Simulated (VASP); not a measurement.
# SiNi (P2_13) in VASP: a series of runs, part 2 of 2

VASP 6.6.1. The steps go on from the part before.

## 3. Single point, PBEsol+U, collinear spin, ferromagnetic start

INCAR

```
SYSTEM = SiNi
PREC = Accurate
ENCUT = 690
EDIFF = 1E-6
ISMEAR = -1
SIGMA = 0.05
LREAL = .FALSE.
LASPH = .TRUE.
NELM = 200
ALGO = Normal
ISIF = 2
LWAVE = .FALSE.
LCHARG = .TRUE.
ISPIN = 2
MAGMOM = 1 1 1 1 0 0 0 0
LORBIT = 11
LMAXMIX = 4
LDAU = .TRUE.
LDAUTYPE = 2
LDAUL = 2 -1
LDAUU = 5 0
LDAUJ = 0 0
LDAUPRINT = 1
GGA = PS
LELF = .TRUE.
LVHAR = .TRUE.
NBANDS = 58
GGA_COMPAT = .FALSE.
```

KPOINTS

```
Automatic mesh
0
G
  6 6 6
  0 0 0
```

POSCAR

```
SiNi
1.0
    4.5036940000      0.0000000000      0.0000000000
    0.0000000000      4.5036940000      0.0000000000
    0.0000000000      0.0000000000      4.5036940000
Ni Si
4 4
Direct
    0.1495040000      0.1495040000      0.1495040000
    0.6495040000      0.3504960000      0.8504960000
    0.8504960000      0.6495040000      0.3504960000
    0.3504960000      0.8504960000      0.6495040000
    0.8468300000      0.8468300000      0.8468300000
    0.3468300000      0.6531700000      0.1531700000
    0.1531700000      0.3468300000      0.6531700000
    0.6531700000      0.1531700000      0.3468300000
```

Potentials or basis: VASP PAW PBE potentials, release 64 (Ni_sv_GW, Si).

Started as:

```sh
cat potpaw_PBE.64/Ni_sv_GW/POTCAR potpaw_PBE.64/Si/POTCAR > POTCAR
mpirun -np 1 vasp_std > vasp.out
```

OUTCAR:

```text
SYSTEM = SiNi
   PREC = Accurate
   ENCUT = 690
   EDIFF = 1E-6
   ISMEAR = -1
   LREAL = .FALSE.
   LASPH = .TRUE.
   NELM = 200
   ISIF = 2
   ISPIN = 2
   LORBIT = 11
   GGA = PS

 ion  position               nearest neighbor table
   1  0.150  0.150  0.150-   5 2.36   6 2.41   7 2.41   8 2.41   6 2.44   7 2.44   8 2.44
   2  0.650  0.350  0.850-   6 2.36   5 2.41   7 2.41   8 2.41   7 2.44   8 2.44   5 2.44
   3  0.850  0.650  0.350-   7 2.36   6 2.41   5 2.41   8 2.41   8 2.44   5 2.44   6 2.44
   4  0.350  0.850  0.650-   8 2.36   6 2.41   7 2.41   5 2.41   6 2.44   7 2.44   5 2.44
   5  0.847  0.847  0.847-   1 2.36   2 2.41   3 2.41   4 2.41   2 2.44   3 2.44   4 2.44   6 2.78
                             7 2.78   8 2.78   8 2.78   7 2.78   6 2.78
   6  0.347  0.653  0.153-   2 2.36   1 2.41   3 2.41   4 2.41   3 2.44   4 2.44   1 2.44   8 2.78
                             5 2.78   7 2.78   7 2.78   8 2.78   5 2.78
   7  0.153  0.347  0.653-   3 2.36   2 2.41   1 2.41   4 2.41   4 2.44   1 2.44   2 2.44   8 2.78
                             5 2.78   6 2.78   5 2.78   6 2.78   8 2.78
   8  0.653  0.153  0.347-   4 2.36   2 2.41   3 2.41   1 2.41   2 2.44   3 2.44   1 2.44   7 2.78
                             5 2.78   5 2.78   6 2.78   6 2.78   7 2.78

  LATTYP: Found a simple cubic cell.
 ALAT       =     4.5036940000

  Lattice vectors:

 A1 = (   4.5036940000,   0.0000000000,   0.0000000000)
 A2 = (   0.0000000000,   4.5036940000,   0.0000000000)
 A3 = (   0.0000000000,   0.0000000000,   4.5036940000)

Analysis of symmetry for initial positions (statically):
=====================================================================
 Subroutine PRICEL returns:
 Original cell was already a primitive cell.
[... 352 lines left out ...]
      6     -52.3893      1.00000
[... 1405 lines left out ...]
     55      17.5084      0.00000
     56      17.5122      0.00000
 Fermi energy:        10.7388017844

 spin component 2

 k-point     1 :       0.0000    0.0000    0.0000
  band No.  band energies     occupation
      1     -91.6770      1.00000
      2     -91.6717      1.00000
      3     -91.6717      1.00000
      4     -91.6717      1.00000
      5     -52.3894      1.00000
      6     -52.3894      1.00000
[... 1405 lines left out ...]
     55      17.5100      0.00000
     56      17.5230      0.00000
 [bands above 56 left out]

------------------------ aborting loop because EDIFF is reached ----------------------------------------

  FORCE on cell =-STRESS in cart. coord.  units (eV):
  Direction    XX          YY          ZZ          XY          YZ          ZX
  --------------------------------------------------------------------------------------
  -------------------------------------------------------------------------------------
  Total       -4.2972797     -4.2972797     -4.2972797     -0.0000000      0.0000000      0.0000000
  in kB      -75.3698373    -75.3698373    -75.3698373     -0.0000000      0.0000000      0.0000000
  external PRESSURE =     -75.3698373 kB  Pullay stress =       0.0000000 kB

 VOLUME and BASIS-vectors are now :
 -----------------------------------------------------------------------------
  energy-cutoff  :      690.00
  volume of cell :       91.35
      direct lattice vectors                 reciprocal lattice vectors
     4.503694000  0.000000000  0.000000000     0.222039952  0.000000000  0.000000000
     0.000000000  4.503694000  0.000000000     0.000000000  0.222039952  0.000000000
     0.000000000  0.000000000  4.503694000     0.000000000  0.000000000  0.222039952

 POSITION                                       TOTAL-FORCE (eV/Angst)
 -----------------------------------------------------------------------------------
      0.67332      0.67332      0.67332        -0.063140     -0.063140     -0.063140
      2.92517      1.57853      3.83037        -0.063140      0.063140      0.063140
      3.83037      2.92517      1.57853         0.063140     -0.063140      0.063140
      1.57853      3.83037      2.92517         0.063140      0.063140     -0.063140
      3.81386      3.81386      3.81386        -0.021682     -0.021682     -0.021682
      1.56202      2.94168      0.68983        -0.021682      0.021682      0.021682
      0.68983      1.56202      2.94168         0.021682     -0.021682      0.021682
      2.94168      0.68983      1.56202         0.021682      0.021682     -0.021682
 -----------------------------------------------------------------------------------
    total drift:                               -0.000000     -0.000000     -0.000000

  FREE ENERGIE OF THE ION-ELECTRON SYSTEM (eV)
  ---------------------------------------------------
  free  energy   TOTEN  =       -39.3212628827 eV

  energy  without entropy=      -39.3011612713  energy(sigma->0) =      -39.31121208

 total charge

# of ion       s       p       d       f       tot
--------------------------------------------------
    1        2.201   6.332   8.027   0.004  16.563
    2        2.201   6.332   8.027   0.004  16.563
    3        2.201   6.332   8.027   0.004  16.563
    4        2.201   6.332   8.027   0.004  16.563
    5        0.740   0.833   0.000   0.000   1.573
    6        0.740   0.833   0.000   0.000   1.573
    7        0.740   0.833   0.000   0.000   1.573
    8        0.740   0.833   0.000   0.000   1.573
--------------------------------------------------
tot         11.765  28.662  32.106   0.014  72.547

 magnetization (x)

# of ion       s       p       d       f       tot
--------------------------------------------------
    1       -0.000  -0.000  -0.000  -0.000  -0.000
    2       -0.000  -0.000  -0.000  -0.000  -0.000
    3       -0.000  -0.000  -0.000  -0.000  -0.000
    4       -0.000  -0.000  -0.000  -0.000  -0.000
    5       -0.000   0.000   0.000   0.000   0.000
    6       -0.000   0.000   0.000   0.000   0.000
    7       -0.000   0.000   0.000   0.000   0.000
    8       -0.000   0.000   0.000   0.000   0.000
--------------------------------------------------
tot         -0.000   0.000  -0.000  -0.000  -0.000
```

OSZICAR:

```text
N       E                     dE             d eps       ncg     rms          rms(c)
DAV:   1     0.212112445124E+04    0.21211E+04   -0.48920E+04  8702   0.572E+03
DAV:   2     0.307506762223E+03   -0.18136E+04   -0.17137E+04  9246   0.139E+03
DAV:   3    -0.175377762144E+02   -0.32504E+03   -0.29542E+03 11016   0.840E+02
DAV:   4    -0.487528800048E+02   -0.31215E+02   -0.28885E+02 10906   0.316E+02
DAV:   5    -0.520525711182E+02   -0.32997E+01   -0.32233E+01 10912   0.115E+02    0.366E+01
DAV:   6    -0.683764065465E+02   -0.16324E+02   -0.24185E+02  9230   0.747E+02    0.447E+01
DAV:   7    -0.385211652404E+02    0.29855E+02   -0.94016E+01  8318   0.502E+02    0.850E+00
DAV:   8    -0.394387712668E+02   -0.91761E+00   -0.15385E+01 10784   0.926E+01    0.503E+00
DAV:   9    -0.393037491368E+02    0.13502E+00   -0.12621E+00 10160   0.433E+01    0.134E+00
DAV:  10    -0.393188523589E+02   -0.15103E-01   -0.13886E-01 10928   0.132E+01    0.901E-01
DAV:  11    -0.393215985266E+02   -0.27462E-02   -0.14854E-02 10096   0.381E+00    0.602E-01
DAV:  12    -0.393214063533E+02    0.19217E-03   -0.21216E-03 11000   0.171E+00    0.280E-01
DAV:  13    -0.393212113685E+02    0.19498E-03   -0.15856E-03 10280   0.171E+00    0.754E-02
DAV:  14    -0.393212629866E+02   -0.51618E-04   -0.13293E-04 10464   0.254E-01    0.285E-02
DAV:  15    -0.393212615775E+02    0.14091E-05   -0.98739E-06  7416   0.141E-01    0.153E-02
DAV:  16    -0.393212627154E+02   -0.11379E-05   -0.32551E-06  4928   0.735E-02    0.699E-03
DAV:  17    -0.393212628827E+02   -0.16732E-06   -0.27788E-06  4912   0.589E-02
   1 F= -.39321263E+02 E0= -.39311212E+02  d E =-.201016E-01  mag=    -0.0002
```

Run time: 4.6 min. Hardware: 1 thread of Intel Xeon 6975P-C (Granite Rapids), shared host; peak memory 0.47 GiB.

What came out:

```yaml
Free_energy: -39.3213 eV
Pressure: -7.5 GPa
Largest_force: 0.109 eV/Å
Band_gap_on_the_k_mesh: zero (filled and empty bands overlap)
Net_moment: 0.00 μB per cell
Valence_electrons_inside_the_program's_atomic_spheres: Ni 16.56; Si 1.57
```

Forces on the atoms (eV/Å):
```
Ni  -0.063 -0.063 -0.063
Ni  -0.063  0.063  0.063
Ni   0.063 -0.063  0.063
Ni   0.063  0.063 -0.063
Si  -0.022 -0.022 -0.022
Si  -0.022  0.022  0.022
Si   0.022 -0.022  0.022
Si   0.022  0.022 -0.022
```

Levels at points of the mesh, in eV from the Fermi level:
Spin up:
```tsv
k point	band 40	band 41	band 42	band 43	band 44	band 45	band 46	band 47	band 48	band 49
(0.00, 0.00, 0.00)	-2.39	-1.69	-1.69	-1.69	1.07	1.07	1.07	1.47	1.47	2.15
(0.50, 0.00, 0.00)	-2.32	-2.04	-2.04	-0.65	-0.65	-0.21	-0.21	2.91	2.91	3.08
(0.50, 0.50, 0.00)	-2.54	-1.54	-1.54	-1.09	-1.09	0.38	0.38	0.99	0.99	4.14
(0.50, 0.50, 0.50)	-2.73	-1.99	-1.99	-1.99	-1.99	4.36	4.36	4.36	4.36	4.69
```
Spin down:
```csv
k point,band 42,band 43,band 44,band 45,band 46,band 47
"(0.00, 0.00, 0.00)",-1.69,-1.69,1.07,1.07,1.07,1.47
"(0.50, 0.00, 0.00)",-2.04,-0.65,-0.65,-0.21,-0.21,2.91
"(0.50, 0.50, 0.00)",-1.54,-1.09,-1.09,0.38,0.38,0.99
"(0.50, 0.50, 0.50)",-1.99,-1.99,-1.99,4.35,4.35,4.35
```

Eigenvalues of the final occupation matrices:
```tsv
site	spin	trace	eigenvalues
site 1 d	1	4.03	0.79 0.79 0.79 0.83 0.83
site 1 d	2	4.03	0.79 0.79 0.79 0.83 0.83
site 2 d	1	4.03	0.79 0.79 0.79 0.83 0.83
site 2 d	2	4.03	0.79 0.79 0.79 0.83 0.83
site 3 d	1	4.03	0.79 0.79 0.79 0.83 0.83
site 3 d	2	4.03	0.79 0.79 0.79 0.83 0.83
site 4 d	1	4.03	0.79 0.79 0.79 0.83 0.83
site 4 d	2	4.03	0.79 0.79 0.79 0.83 0.83
```

Caveat: the cell stands under tension; the moments typed at the start vanished in this run; the PAW data sets were made with another functional, which shifts forces and pressure a little; the U is typed as a test and isn't derived for this compound. The state reached can hang on the start; a lower one may exist.

## 4. Single point, PBEsol+U, collinear spin, ferromagnetic start

Changes to INCAR since step 3:

```diff
@@ -20,3 +20,3 @@
 LDAUL = 2 -1
-LDAUU = 5 0
+LDAUU = 4 0
 LDAUJ = 0 0
```

KPOINTS is that of step 3.

POSCAR is that of step 3.

Potentials or basis: VASP PAW PBE potentials, release 64 (Ni_sv_GW, Si).

Started as:

```sh
cat potpaw_PBE.64/Ni_sv_GW/POTCAR potpaw_PBE.64/Si/POTCAR > POTCAR
mpirun -np 1 vasp_std > vasp.out
```

OUTCAR:

```text
SYSTEM = SiNi
   PREC = Accurate
   ENCUT = 690
   EDIFF = 1E-6
   ISMEAR = -1
   LREAL = .FALSE.
   LASPH = .TRUE.
   NELM = 200
   ISIF = 2
   ISPIN = 2
   LORBIT = 11
   GGA = PS

 ion  position               nearest neighbor table
   1  0.150  0.150  0.150-   5 2.36   6 2.41   7 2.41   8 2.41   6 2.44   7 2.44   8 2.44
   2  0.650  0.350  0.850-   6 2.36   5 2.41   7 2.41   8 2.41   7 2.44   8 2.44   5 2.44
   3  0.850  0.650  0.350-   7 2.36   6 2.41   5 2.41   8 2.41   8 2.44   5 2.44   6 2.44
   4  0.350  0.850  0.650-   8 2.36   6 2.41   7 2.41   5 2.41   6 2.44   7 2.44   5 2.44
   5  0.847  0.847  0.847-   1 2.36   2 2.41   3 2.41   4 2.41   2 2.44   3 2.44   4 2.44   6 2.78
                             7 2.78   8 2.78   8 2.78   7 2.78   6 2.78
   6  0.347  0.653  0.153-   2 2.36   1 2.41   3 2.41   4 2.41   3 2.44   4 2.44   1 2.44   8 2.78
                             5 2.78   7 2.78   7 2.78   8 2.78   5 2.78
   7  0.153  0.347  0.653-   3 2.36   2 2.41   1 2.41   4 2.41   4 2.44   1 2.44   2 2.44   8 2.78
                             5 2.78   6 2.78   5 2.78   6 2.78   8 2.78
   8  0.653  0.153  0.347-   4 2.36   2 2.41   3 2.41   1 2.41   2 2.44   3 2.44   1 2.44   7 2.78
                             5 2.78   5 2.78   6 2.78   6 2.78   7 2.78

  LATTYP: Found a simple cubic cell.
 ALAT       =     4.5036940000

  Lattice vectors:

 A1 = (   4.5036940000,   0.0000000000,   0.0000000000)
 A2 = (   0.0000000000,   4.5036940000,   0.0000000000)
 A3 = (   0.0000000000,   0.0000000000,   4.5036940000)

Analysis of symmetry for initial positions (statically):
=====================================================================
 Subroutine PRICEL returns:
 Original cell was already a primitive cell.
[... 352 lines left out ...]
      6     -52.6041      1.00000
[... 1405 lines left out ...]
     55      17.5511      0.00000
     56      17.6490      0.00000
 Fermi energy:        10.8058249391

 spin component 2

 k-point     1 :       0.0000    0.0000    0.0000
  band No.  band energies     occupation
      1     -91.9032      1.00000
      2     -91.8980      1.00000
      3     -91.8980      1.00000
      4     -91.8980      1.00000
      5     -52.6039      1.00000
      6     -52.6039      1.00000
[... 1405 lines left out ...]
     55      17.5224      0.00000
     56      17.5794      0.00000
 [bands above 56 left out]

------------------------ aborting loop because EDIFF is reached ----------------------------------------

  FORCE on cell =-STRESS in cart. coord.  units (eV):
  Direction    XX          YY          ZZ          XY          YZ          ZX
  --------------------------------------------------------------------------------------
  -------------------------------------------------------------------------------------
  Total       -4.1407701     -4.1407701     -4.1407701      0.0000000      0.0000000      0.0000000
  in kB      -72.6248205    -72.6248205    -72.6248205      0.0000000      0.0000000      0.0000000
  external PRESSURE =     -72.6248205 kB  Pullay stress =       0.0000000 kB

 VOLUME and BASIS-vectors are now :
 -----------------------------------------------------------------------------
  energy-cutoff  :      690.00
  volume of cell :       91.35
      direct lattice vectors                 reciprocal lattice vectors
     4.503694000  0.000000000  0.000000000     0.222039952  0.000000000  0.000000000
     0.000000000  4.503694000  0.000000000     0.000000000  0.222039952  0.000000000
     0.000000000  0.000000000  4.503694000     0.000000000  0.000000000  0.222039952

 POSITION                                       TOTAL-FORCE (eV/Angst)
 -----------------------------------------------------------------------------------
      0.67332      0.67332      0.67332        -0.055259     -0.055259     -0.055259
      2.92517      1.57853      3.83037        -0.055259      0.055259      0.055259
      3.83037      2.92517      1.57853         0.055259     -0.055259      0.055259
      1.57853      3.83037      2.92517         0.055259      0.055259     -0.055259
      3.81386      3.81386      3.81386        -0.021571     -0.021571     -0.021571
      1.56202      2.94168      0.68983        -0.021571      0.021571      0.021571
      0.68983      1.56202      2.94168         0.021571     -0.021571      0.021571
      2.94168      0.68983      1.56202         0.021571      0.021571     -0.021571
 -----------------------------------------------------------------------------------
    total drift:                               -0.000000     -0.000000     -0.000000

  FREE ENERGIE OF THE ION-ELECTRON SYSTEM (eV)
  ---------------------------------------------------
  free  energy   TOTEN  =       -42.4522857355 eV

  energy  without entropy=      -42.4314577388  energy(sigma->0) =      -42.44187174

 total charge

# of ion       s       p       d       f       tot
--------------------------------------------------
    1        2.204   6.336   8.003   0.004  16.547
    2        2.204   6.336   8.003   0.004  16.547
    3        2.204   6.336   8.003   0.004  16.547
    4        2.204   6.336   8.003   0.004  16.547
    5        0.739   0.836   0.000   0.000   1.575
    6        0.739   0.836   0.000   0.000   1.575
    7        0.739   0.836   0.000   0.000   1.575
    8        0.739   0.836   0.000   0.000   1.575
--------------------------------------------------
tot         11.772  28.688  32.013   0.014  72.487

 magnetization (x)

# of ion       s       p       d       f       tot
--------------------------------------------------
    1        0.000  -0.000   0.000  -0.000   0.000
    2        0.000  -0.000   0.000  -0.000   0.000
    3        0.000  -0.000   0.000  -0.000   0.000
    4        0.000  -0.000   0.000  -0.000   0.000
    5        0.000  -0.000   0.000   0.000  -0.000
    6        0.000  -0.000   0.000   0.000  -0.000
    7        0.000  -0.000   0.000   0.000  -0.000
    8        0.000  -0.000   0.000   0.000  -0.000
--------------------------------------------------
tot          0.000  -0.000   0.001  -0.000   0.001
```

stdout:

```text
POSCAR found type information on POSCAR NiSi
 POSCAR found :  2 types and       8 ions
 scaLAPACK will be used
 -----------------------------------------------------------------------------
|                                                                             |
|                                                                             |
|     You enforced a specific xc type in the INCAR file but a different       |
|     I HOPE YOU KNOW WHAT YOU ARE DOING!                                     |
|                                                                             |
 -----------------------------------------------------------------------------

 LDA part: xc-table for (Slater+PW92), standard interpolation
 POSCAR, INCAR and KPOINTS ok, starting setup
 FFT: planning ... GRIDC
 FFT: planning ... GRID_SOFT
 FFT: planning ... GRID
 WAVECAR not read
 entering main loop
```

Wall time 10 min (1 thread of Intel Xeon Platinum 8488C (Sapphire Rapids), shared host); peak memory 0.47 GiB.

What came out:

| Quantity | Value |
| --- | --- |
| Free energy | -42.4523 eV |
| Pressure | -7.3 GPa |
| Largest force | 0.096 eV/Å |
| Band gap on the k mesh | zero (filled and empty bands overlap) |
| Net moment | 0.00 μB per cell |
| Valence electrons inside the program's atomic spheres | Ni 16.55; Si 1.57 |

Forces in eV/Å, atoms in the order of the input:
```
Ni  -0.055 -0.055 -0.055
Ni  -0.055  0.055  0.055
Ni   0.055 -0.055  0.055
Ni   0.055  0.055 -0.055
Si  -0.022 -0.022 -0.022
Si  -0.022  0.022  0.022
Si   0.022 -0.022  0.022
Si   0.022  0.022 -0.022
```

Eigenvalues of the final occupation matrices:
```tsv
site	spin	trace	eigenvalues
site 1 d	1	4.02	0.79 0.79 0.79 0.83 0.83
site 1 d	2	4.02	0.79 0.79 0.79 0.83 0.83
site 2 d	1	4.02	0.79 0.79 0.79 0.83 0.83
site 2 d	2	4.02	0.79 0.79 0.79 0.83 0.83
site 3 d	1	4.02	0.79 0.79 0.79 0.83 0.83
site 3 d	2	4.02	0.79 0.79 0.79 0.83 0.83
site 4 d	1	4.02	0.79 0.79 0.79 0.83 0.83
site 4 d	2	4.02	0.79 0.79 0.79 0.83 0.83
```

Caveat: the cell stands under tension; the moments typed at the start vanished in this run; the PAW data sets were made with another functional, which shifts forces and pressure a little; the U is typed as a test and isn't derived for this compound.

## 5. The runs side by side

| U | gap on the mesh (eV) | pressure (GPa) | moment (μB) | largest force (eV/Å) |
| --- | --- | --- | --- | --- |
| Ni d U = 6.0 eV | none | -7.9 | 0.00 | 0.12 |
| Ni d U = 5.0 eV | none | -7.5 | 0.00 | 0.11 |
| Ni d U = 4.0 eV | none | -7.3 | 0.00 | 0.10 |

Alike in all rows: task single point; level PBEsol+U; potentials or basis VASP PAW PBE potentials, release 64 (Ni_sv_GW, Si); spin collinear, ferromagnetic start; cell as given; k mesh 6 × 6 × 6; cutoff (eV) 690; smearing fermi-dirac 0.05 eV.

Caveats: the cell stands under tension; the moments typed at the start vanished in this run; the PAW data sets were made with another functional, which shifts forces and pressure a little; the U is typed as a test and isn't derived for this compound.

Absolute energies hang on the potentials; compare differences alone.
